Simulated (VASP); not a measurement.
Runs of VASP 6.6.1 on Si. The structure is that of space group I4_1/amd (No. 141), or close to it. The cells are those of the table. 

```csv
cell,gap on the mesh (eV),pressure (GPa)
"a = 3.360 Å, angles 99.0, 99.0, 133.4°, 2 atoms",none,35.8
"a = 3.339 Å, angles 98.4, 98.4, 135.1°, 2 atoms",none,(a)
"a = 3.319 Å, angles 97.8, 97.8, 136.8°, 2 atoms",none,53.9
"a = 3.444 Å, angles 97.2, 97.2, 138.4°, 2 atoms",none,30.2
```

Alike in all rows: task single point; level r2SCAN; potentials or basis VASP PAW PBE potentials, release 64 (Si); no spin polarisation; k mesh 20 × 20 × 20; cutoff (eV) 520; smearing gaussian 0.15 eV.

Estimate the missing entries.

(a) 43.6.

Caveats: the PAW data sets were made with another functional, which shifts forces and pressure a little; the stress differs along the axes, from 18 to 45 GPa (at least some runs); the stress differs along the axes, from 30 to 50 GPa (at least some runs); the stress differs along the axes, from 45 to 58 GPa (at least some runs); the cell stands under pressure (at least some runs).

A gap of «none» marks levels without a gap at the run's occupations.
